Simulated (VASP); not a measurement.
# Cr (Fd-3m) in VASP: a series of runs

The runs below take Cr through single point, relaxation of cell and atoms, with PBE.

Program: VASP 6.6.1. These are calculated values, not measurements. Logs are shortened: lines on timing, memory, paths and dates and some standing lists are left out, and cuts for length are marked.

**1. The cell of the first run**

The structure is cubic, space group Fd-3m (No. 227). The conventional cell has a = 5.397 Å, b = 5.397 Å, c = 5.397 Å, α = 90.00°, β = 90.00°, γ = 90.00°. Within 3.1 Å of Cr (site symmetry -43m) lie 4 Cr at 2.34 Å.

**2. Single point, PBE, collinear spin, antiferromagnetic start**

The input, INCAR:

```
SYSTEM = Cr
PREC = Accurate ; ENCUT = 520
EDIFF = 1E-6 ; ISMEAR = -1
SIGMA = 0.05 ; LREAL = .False.
LASPH = .True. ; NELM = 150
ALGO = Normal ; ISIF = 2
LWAVE = .False. ; LCHARG = .True.
ISPIN = 2 ; MAGMOM = 1.5 -1.5
LORBIT = 11 ; LMAXMIX = 4
GGA = PE ; LELF = .True.
LVHAR = .True. ; NBANDS = 23
```

The input, KPOINTS:

```
Automatic mesh
0
Gamma
  11 11 11
  0 0 0
```

The input, POSCAR:

```
Cr
1.0
    0.0000000000      2.6985095788      2.6985095788
    2.6985095788      0.0000000000      2.6985095788
    2.6985095788      2.6985095788      0.0000000000
Cr
2
Direct
    0.1250000000      0.1250000000      0.1250000000
    0.8750000000      0.8750000000      0.8750000000
```

Potentials or basis: VASP PAW PBE potentials, release 64 (Cr_pv).

Started as:

```
> cat potpaw_PBE.64/Cr_pv/POTCAR > POTCAR
> mpirun -np 1 vasp_std > vasp.out
```

OUTCAR:

```text
SYSTEM = Cr
   PREC = Accurate
   ENCUT = 520
   EDIFF = 1E-6
   ISMEAR = -1
   LREAL = .False.
   LASPH = .True.
   NELM = 150
   ISIF = 2
   ISPIN = 2
   LORBIT = 11
   GGA = PE

 ion  position               nearest neighbor table
   1  0.125  0.125  0.125-   2 2.34   2 2.34   2 2.34   2 2.34
   2  0.875  0.875  0.875-   1 2.34   1 2.34   1 2.34   1 2.34

  LATTYP: Found a face centered cubic cell.
 ALAT       =     5.3970191576

  Lattice vectors:

 A1 = (   0.0000000000,   2.6985095788,   2.6985095788)
 A2 = (   2.6985095788,   0.0000000000,   2.6985095788)
 A3 = (   2.6985095788,   2.6985095788,   0.0000000000)

Analysis of symmetry for initial positions (statically):
=====================================================================
 Subroutine PRICEL returns:
 Original cell was already a primitive cell.

 Routine SETGRP: Setting up the symmetry group for a
 face centered cubic supercell.

 Subroutine GETGRP returns: Found 48 space group operations
 (whereof 12 operations were pure point group operations)
 out of a pool of 48 trial point group operations.

The static configuration has the point symmetry D_3d.
 The point group associated with its full space group is O_h .

Analysis of symmetry for dynamics (positions and initial velocities):
=====================================================================
 Subroutine PRICEL returns:
 Original cell was already a primitive cell.

 Routine SETGRP: Setting up the symmetry group for a
 face centered cubic supercell.

 Subroutine GETGRP returns: Found 48 space group operations
 (whereof 12 operations were pure point group operations)
 out of a pool of 48 trial point group operations.

The dynamic configuration has the point symmetry D_3d.
 The point group associated with its full space group is O_h .

Analysis of structural, dynamic, and magnetic symmetry:
=====================================================================
 Subroutine PRICEL returns:
 Original cell was already a primitive cell.

 Routine SETGRP: Setting up the symmetry group for a
 face centered cubic supercell.

 Subroutine GETGRP returns: Found 48 space group operations
 (whereof 12 operations were pure point group operations)
 out of a pool of 48 trial point group operations.

The overall configuration has the point symmetry D_3d.
 The point group associated with its full space group is O_h .

 Subroutine INISYM returns: Found 48 space group operations
 (whereof 12 operations are pure point group operations),
 and found     1 'primitive' translations

----------------------------------------------------------------------------------------

                                     Primitive cell

  volume of cell :      39.3008

  direct lattice vectors                    reciprocal lattice vectors
     0.000000000  2.698509579  2.698509579    -0.185287465  0.185287465  0.185287465
     2.698509579  0.000000000  2.698509579     0.185287465 -0.185287465  0.185287465
     2.698509579  2.698509579  0.000000000     0.185287465  0.185287465 -0.185287465

  length of vectors
     3.816268845  3.816268845  3.816268845     0.320927304  0.320927304  0.320927304

  position of ions in fractional coordinates (direct lattice)
     0.125000000  0.125000000  0.125000000
     0.875000000  0.875000000  0.875000000

  ion indices of the primitive-cell ions
   primitive index   ion index
                 1           1
                 2           2

----------------------------------------------------------------------------------------

 KPOINTS: Automatic mesh

Automatic generation of k-mesh.
 Grid dimensions read from file:
 generate k-points for:   11   11   11

 Generating k-lattice:

  Cartesian coordinates                     Fractional coordinates (reciprocal lattice)
    -0.016844315  0.016844315  0.016844315     0.090909091  0.000000000  0.000000000
     0.016844315 -0.016844315  0.016844315     0.000000000  0.090909091  0.000000000
     0.016844315  0.016844315 -0.016844315     0.000000000  0.000000000  0.090909091

  Length of vectors
     0.029175209  0.029175209  0.029175209

  Shift w.r.t. Gamma in fractional coordinates (k-lattice)
     0.000000000  0.000000000  0.000000000

 Subroutine IBZKPT returns following result:
 ===========================================

 Found     56 irreducible k-points:

 Following reciprocal coordinates:
            Coordinates               Weight
  0.000000  0.000000  0.000000      1.000000
  0.090909  0.000000  0.000000      8.000000
  0.181818  0.000000  0.000000      8.000000
  0.272727  0.000000  0.000000      8.000000
  0.363636  0.000000  0.000000      8.000000
  0.454545  0.000000  0.000000      8.000000
[... 16 lines left out ...]
 -0.272727  0.181818  0.000000     24.000000
 -0.181818  0.181818  0.000000     12.000000
 [... further k-points ...]
   k-points           NKPTS =     56   k-points in BZ     NKDIM =     56   number of bands    NBANDS=     23
   number of dos      NEDOS =    301   number of ions     NIONS =      2
   total plane-waves  NPLWV =  21952
   dimension x,y,z NGX =    28 NGY =   28 NGZ =   28
   dimension x,y,z NGXF=    56 NGYF=   56 NGZF=   56
   ions per type =               2
   NGX,Y,Z   is equivalent  to a cutoff of  12.20, 12.20, 12.20 a.u.
   NGXF,Y,Z  is equivalent  to a cutoff of  24.39, 24.39, 24.39 a.u.
 SYSTEM =  Cr
   PREC   = accura    normal or accurate (medium, high low for compatibility)
   ISTART =      0    job   : 0-new  1-cont  2-samecut
   ICHARG =      2    charge: 1-file 2-atom 10-const
   ISPIN  =      2    spin polarized calculation?
   LNONCOLLINEAR =      F non collinear calculations
   LSORBIT =      F    spin-orbit coupling
   LASPH  =      T    aspherical Exc in radial PAW
   ENCUT  =  520.0 eV  38.22 Ry    6.18 a.u.   7.10  7.10  7.10*2*pi/ulx,y,z
   NELM   =    150;   NELMIN=  2; NELMDL= -5     # of ELM steps
   EDIFF  = 0.1E-05   stopping-criterion for ELM
   LREAL  =      F    real-space projection
   EDIFFG = 0.1E-04   stopping-criterion for IOM
   NSW    =      0    number of steps for IOM
   IBRION =     -1    ionic relax: 0-MD 1-quasi-New 2-CG
   NFREE  =      0    steps in history (QN), initial steepest desc. (CG)
   ISIF   =      2    stress and relaxation
   ISYM   =      2    0-nonsym 1-usesym 2-fastsym
   POTIM  = 0.5000    time-step for ionic-motion
   TEBEG  =    0.0;   TEEND  =   0.0 temperature during run
   PSTRESS=    0.0 pullay stress
   NELECT =      24.0000    total number of electrons
   NUPDOWN=      -1.0000    fix difference up-down
   EMIN   =  10.00;   EMAX   =-10.00  energy-range for DOS
   EFERMI =   0.00;   METHOD = LEGACY
   ISMEAR =    -1;   SIGMA  =   0.05  broadening in eV -4-tet -1-fermi 0-gaus
   EFERMI_NEDOS =   21; number of points for ismear=-14 and -15
   IALGO  =     38    algorithm
   IMIX   =      4    mixing-type and parameters
     AMIX     =   0.40;   BMIX     =  1.00
     AMIX_MAG =   1.60;   BMIX_MAG =  1.00
  volume/ion in A,a.u.               =      19.65       132.61
  Fermi-wavevector in a.u.,A,eV,Ry     =   1.388922  2.624683 26.247069  1.929105
  Thomas-Fermi vector in A             =   2.513002
   LORBIT       =     11    0 simple, 1 ext, 2 COOP (PROOUT), +10 PAW based schemes
   GGA     = PE    functional components
   LHFCALC =     F    Hartree Fock is set to
   AEXX    =    0.0000 exact exchange contribution
   IVDW    =     0    specifies the selected vdW correction
   LEPSILON=     F    determine dielectric tensor
   LRPA    =     F    only Hartree local field effects (RPA)
 spin polarized calculation
  energy-cutoff  :      520.00
  volume of cell :       39.30
 maximum number of plane-waves:      1067
   NGX = 15   NGY = 15   NGZ = 15

 number of electron      23.9999998 magnetization      -0.0000000

 number of electron      23.9999998 magnetization       0.0000000

 Free energy of the ion-electron system (eV)
  ---------------------------------------------------
  ext. energy  EPLUGINS =         0.00000000
  ---------------------------------------------------
  free energy    TOTEN  =       -15.22886492 eV

  energy without entropy =      -15.22109838  energy(sigma->0) =      -15.22498165

 E-fermi :   4.8029     XC(G=0): -10.4008

 val. band max:        4.7894124015   @ k =  -0.2727   0.4545   0.1818
 cond. band min:       4.8336986107   @ k =  -0.3636   0.4545   0.0909
 fundamental gap:      0.0442862091
 Fermi energy:         4.8028800619

 spin component 1

 k-point     1 :       0.0000    0.0000    0.0000
  band No.  band energies     occupation
      1     -38.3717      1.00000
      2     -38.3717      1.00000
      3     -38.3717      1.00000
      4     -35.4906      1.00000
      5     -35.4906      1.00000
      6     -35.4906      1.00000
[... 15 lines left out ...]
     22      17.3011      0.00000
     23      17.6384      0.00000
[... 575 lines left out ...]
      1     -38.3874      1.00000
      2     -38.3783      1.00000
      3     -38.3678      1.00000
      4     -35.5011      1.00000
      5     -35.4839      1.00000
      6     -35.4776      1.00000
[... 15 lines left out ...]
     22      15.7731      0.00000
     23      16.0949      0.00000

 [... further k-points ...]

 spin component 2

 k-point     1 :       0.0000    0.0000    0.0000
  band No.  band energies     occupation
      1     -38.3717      1.00000
      2     -38.3717      1.00000
      3     -38.3717      1.00000
      4     -35.4906      1.00000
      5     -35.4906      1.00000
      6     -35.4906      1.00000
[... 15 lines left out ...]
     22      17.3011      0.00000
     23      17.6384      0.00000
[... 575 lines left out ...]
      1     -38.3874      1.00000
      2     -38.3783      1.00000
      3     -38.3678      1.00000
      4     -35.5011      1.00000
      5     -35.4839      1.00000
      6     -35.4776      1.00000
[... 15 lines left out ...]
     22      15.7731      0.00000
     23      16.0949      0.00000

 [... further k-points ...]
[... 5 lines left out ...]
  --------------------------------------------------------------------------------------
  -------------------------------------------------------------------------------------
  Total        0.0546621      0.0546621      0.0546621     -0.0000000      0.0000000      0.0000000
  in kB        2.2284077      2.2284077      2.2284077     -0.0000000      0.0000000      0.0000000
  external PRESSURE =       2.2284077 kB  Pullay stress =       0.0000000 kB

 VOLUME and BASIS-vectors are now :
 -----------------------------------------------------------------------------
  energy-cutoff  :      520.00
  volume of cell :       39.30
      direct lattice vectors                 reciprocal lattice vectors
     0.000000000  2.698509579  2.698509579    -0.185287465  0.185287465  0.185287465
     2.698509579  0.000000000  2.698509579     0.185287465 -0.185287465  0.185287465
     2.698509579  2.698509579  0.000000000     0.185287465  0.185287465 -0.185287465

 POSITION                                       TOTAL-FORCE (eV/Angst)
 -----------------------------------------------------------------------------------
      0.67463      0.67463      0.67463         0.000000     -0.000000      0.000000
      4.72239      4.72239      4.72239        -0.000000      0.000000     -0.000000
 -----------------------------------------------------------------------------------
    total drift:                                0.000000      0.000000     -0.000000

  FREE ENERGIE OF THE ION-ELECTRON SYSTEM (eV)
  ---------------------------------------------------
  free  energy   TOTEN  =       -15.2288649161 eV

  energy  without entropy=      -15.2210983795  energy(sigma->0) =      -15.22498165

 total charge

# of ion       s       p       d       tot
------------------------------------------
    1        0.418   6.131   4.337  10.887
    2        0.418   6.131   4.337  10.887
--------------------------------------------------
tot          0.836  12.262   8.675  21.773

 magnetization (x)

# of ion       s       p       d       tot
------------------------------------------
    1        0.039  -0.050   2.859   2.848
    2       -0.039   0.050  -2.859  -2.848
--------------------------------------------------
tot          0.000   0.000   0.000   0.000
```

Run time: 79 s. Hardware: 1 thread of Intel Xeon 6975P-C, shared host; peak memory 0.21 GiB.

Results:

| Property | Result |
| --- | --- |
| Free energy | -15.2289 eV |
| Pressure | 0.2 GPa |
| Band gap on the k mesh | zero (filled and empty bands overlap) |
| Net moment | 0.00 μB per cell |
| Site moments | Cr +2.85, -2.85 μB |
| Valence electrons inside the program's atomic spheres | Cr 10.89 |

**3. Relaxation of cell and atoms, PBE, collinear spin, antiferromagnetic start**

This run uses another cell than the first one, of 16.19 Å³/atom, 0.824 times its volume.

The input, INCAR:

```
  PREC = Accurate
  ENCUT = 600
  EDIFF = 1E-7
  ISMEAR = -1
  SIGMA = 0.05
  LREAL = False
  LASPH = True
  NELM = 150
  ALGO = Normal
  ISIF = 3
  LWAVE = False
  LCHARG = False
  ISPIN = 2
  MAGMOM = 1.5 -1.5
  LORBIT = 11
  LMAXMIX = 4
  GGA = PE
  IBRION = 2
  NSW = 80
  EDIFFG = -0.01
```

The input, KPOINTS:

```
regular mesh
0
Gamma
  11 11 11
```

The input, POSCAR:

```
Cr
1.0
    0.0000000000      2.5297724266      2.5297724266
    2.5297724266      0.0000000000      2.5297724266
    2.5297724266      2.5297724266      0.0000000000
Cr
2
Direct
    0.1250000000      0.1250000000      0.1250000000
    0.8750000000      0.8750000000      0.8750000000
```

Potentials or basis: VASP PAW PBE potentials, release 64 (Cr_pv).

Started as:

```
> cat potpaw_PBE.64/Cr_pv/POTCAR > POTCAR
> mpirun -np 1 vasp_std > vasp.out
```

OUTCAR:

```text
PREC = Accurate
   ENCUT = 600
   EDIFF = 1E-7
   ISMEAR = -1
   LREAL = False
   LASPH = True
   NELM = 150
   ISIF = 3
   ISPIN = 2
   LORBIT = 11
   GGA = PE
   IBRION = 2
   NSW = 80
   EDIFFG = -0.01

 ion  position               nearest neighbor table
   1  0.125  0.125  0.125-   2 2.19   2 2.19   2 2.19   2 2.19
   2  0.875  0.875  0.875-   1 2.19   1 2.19   1 2.19   1 2.19

  LATTYP: Found a face centered cubic cell.
 ALAT       =     5.0595448532

  Lattice vectors:

 A1 = (   0.0000000000,   2.5297724266,   2.5297724266)
 A2 = (   2.5297724266,   0.0000000000,   2.5297724266)
 A3 = (   2.5297724266,   2.5297724266,   0.0000000000)

Analysis of symmetry for initial positions (statically):
=====================================================================
 Subroutine PRICEL returns:
 Original cell was already a primitive cell.

 Routine SETGRP: Setting up the symmetry group for a
 face centered cubic supercell.

 Subroutine GETGRP returns: Found 48 space group operations
 (whereof 12 operations were pure point group operations)
 out of a pool of 48 trial point group operations.

The static configuration has the point symmetry D_3d.
 The point group associated with its full space group is O_h .

Analysis of symmetry for dynamics (positions and initial velocities):
[... 186 lines left out ...]
  Total        2.3919479      2.3919479      2.3919479      0.0000000     -0.0000000     -0.0000000
  in kB      118.3553620    118.3553620    118.3553620      0.0000000     -0.0000000     -0.0000000
  external PRESSURE =     118.3553620 kB  Pullay stress =       0.0000000 kB
[... 101 lines left out ...]
 number of electron      23.9999992 magnetization      -0.0000000

 number of electron      23.9999992 magnetization       0.0000000

 Free energy of the ion-electron system (eV)
  ---------------------------------------------------
  ext. energy  EPLUGINS =         0.00000000
  ---------------------------------------------------
  free energy    TOTEN  =       -15.22723525 eV

  energy without entropy =      -15.21951208  energy(sigma->0) =      -15.22337367

 E-fermi :   4.7349     XC(G=0): -10.3635

 val. band max:        4.7198951894   @ k =  -0.2727   0.4545   0.1818
 cond. band min:       4.7636462588   @ k =  -0.3636   0.4545   0.0909
 fundamental gap:      0.0437510694
 Fermi energy:         4.7349253609

 spin component 1

 k-point     1 :       0.0000    0.0000    0.0000
  band No.  band energies     occupation
      1     -38.4372      1.00000
      2     -38.4372      1.00000
      3     -38.4372      1.00000
      4     -35.5365      1.00000
      5     -35.5365      1.00000
      6     -35.5365      1.00000
[... 435 lines left out ...]
      5     -35.5301      1.00000
      6     -35.5242      1.00000
[... 8 lines left out ...]
     15       6.6815      0.00000
     16       7.8810      0.00000

 [... further k-points ...]

 spin component 2

 k-point     1 :       0.0000    0.0000    0.0000
  band No.  band energies     occupation
      1     -38.4372      1.00000
      2     -38.4372      1.00000
      3     -38.4372      1.00000
      4     -35.5365      1.00000
      5     -35.5365      1.00000
      6     -35.5365      1.00000
[... 476 lines left out ...]
  FREE ENERGIE OF THE ION-ELECTRON SYSTEM (eV)
  ---------------------------------------------------
  free  energy   TOTEN  =       -15.2272352464 eV

  energy  without entropy=      -15.2195120840  energy(sigma->0) =      -15.22337367

 reached required accuracy - stopping structural energy minimisation

 total charge

# of ion       s       p       d       tot
------------------------------------------
    1        0.416   6.129   4.332  10.878
    2        0.416   6.129   4.332  10.878
--------------------------------------------------
tot          0.833  12.259   8.664  21.756

 magnetization (x)

# of ion       s       p       d       tot
------------------------------------------
    1        0.040  -0.049   2.880   2.870
    2       -0.040   0.049  -2.880  -2.870
--------------------------------------------------
tot          0.000   0.000   0.000   0.000
```

CONTCAR:

```text
Cr
   1.00000000000000
     0.0000000000000000    2.7053816506912121    2.7053816506912121
     2.7053816506912121   -0.0000000000000000    2.7053816506912121
     2.7053816506912121    2.7053816506912121   -0.0000000000000000
  Cr
     2
Direct
     0.1250000000000000    0.1250000000000000    0.1250000000000000
     0.8750000000000000    0.8750000000000000    0.8750000000000000

  0.00000000E+00  0.00000000E+00  0.00000000E+00
  0.00000000E+00  0.00000000E+00  0.00000000E+00
```

Wall time 4.9 min (1 thread of Intel Xeon 6975P-C, shared host); peak memory 0.22 GiB.

Results:

```yaml
Free_energy: -15.2272 eV
Relaxed_volume: 19.80 Å³/atom
Relaxed_cell: a = 3.826 Å, b = 3.826 Å, c = 3.826 Å, α = 60.00°, β = 60.00°, γ = 60.00°
Space_group_after_relaxing_to_0.05_Å: Fd-3m (No. 227)
Energy_gained_by_relaxing: 108.5 meV/atom
Ionic_steps: 4
Pressure_after_relaxing: 0.0 GPa
Band_gap_on_the_k_mesh: zero (filled and empty bands overlap)
Net_moment: 0.00 μB per cell
Site_moments: Cr +2.87, -2.87 μB
Valence_electrons_inside_the_program's_atomic_spheres: Cr 10.88
```

The path:
```tsv
step	energy change (eV)	largest force (eV/Å)	pressure (GPa)	volume (Å³)
1	0.0000	0.0000	11.84	32.38
2	-0.2123	0.0000	1.26	38.31
3	-0.2167	0.0000	-0.30	39.93
4	-0.2171	0.0000	-0.02	39.60
```

Final structure:
```xyz
2
Lattice="0.0000 2.7054 2.7054 2.7054 0.0000 2.7054 2.7054 2.7054 0.0000" Properties=species:S:1:pos:R:3 pbc="T T T"
Cr    0.6763    0.6763    0.6763
Cr    4.7344    4.7344    4.7344
```

Levels at points of the mesh, in eV from the Fermi level:
Spin up:
| k point | band 9 | band 10 | band 11 | band 12 | band 13 | band 14 | band 15 | band 16 |
| --- | --- | --- | --- | --- | --- | --- | --- | --- |
| (0.00, 0.00, 0.00) | -1.14 | -1.01 | -1.01 | -1.01 | 1.76 | 1.76 | 1.76 | 3.44 |
Spin down:
```
           k point  band 9  band 10  band 11  band 12  band 13  band 14  band 15  band 16
(0.00, 0.00, 0.00)   -1.14    -1.01    -1.01    -1.01     1.76     1.76     1.76     3.44
```

Caveat: the volume moved by over 15 % at a fixed basis, so the end points are rough.

(Part 1 of 2 ends here.)
